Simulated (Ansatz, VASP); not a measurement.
**Mo3H in VASP and in Ansatz**

```xyz
4
Lattice="2.8720 0.0000 0.0000 -1.4360 2.4872 0.0000 0.0000 0.0000 7.0003" Properties=species:S:1:pos:R:3 pbc="T T T"
H     0.0000    0.0000    3.5002
Mo    1.4360    0.8291    4.7102
Mo    0.0000    1.6581    2.2901
Mo    0.0000    0.0000    0.0000
```

Alike in both runs: functional PBE; k mesh 12 × 12 × 6; occupations gaussian, width 0.1 eV; no spin polarisation.

Ansatz relaxed the structure, and its values are those at the end. VASP's run is a single point on that final structure, the one shown.

|  | VASP | Ansatz |
| --- | --- | --- |
| version | VASP 6.6.1 | Ansatz 0.2.0 |
| potentials or method | VASP PAW PBE potentials, release 64 (H, Mo_sv), cutoff 520 eV | scalar-relativistic, plane waves, PAW |
| valence electrons in the cell | 43 | 43 |

```csv
,VASP,Ansatz,Ansatz less VASP
gap on the k mesh at the Fermi level (eV),none,none,-
pressure (GPa),0.4,0.0,-0.41
```

A gap of «none» marks a metal or a gap that the smearing closes. The functional is the same, so the differences come from potentials, cutoffs and numerics.
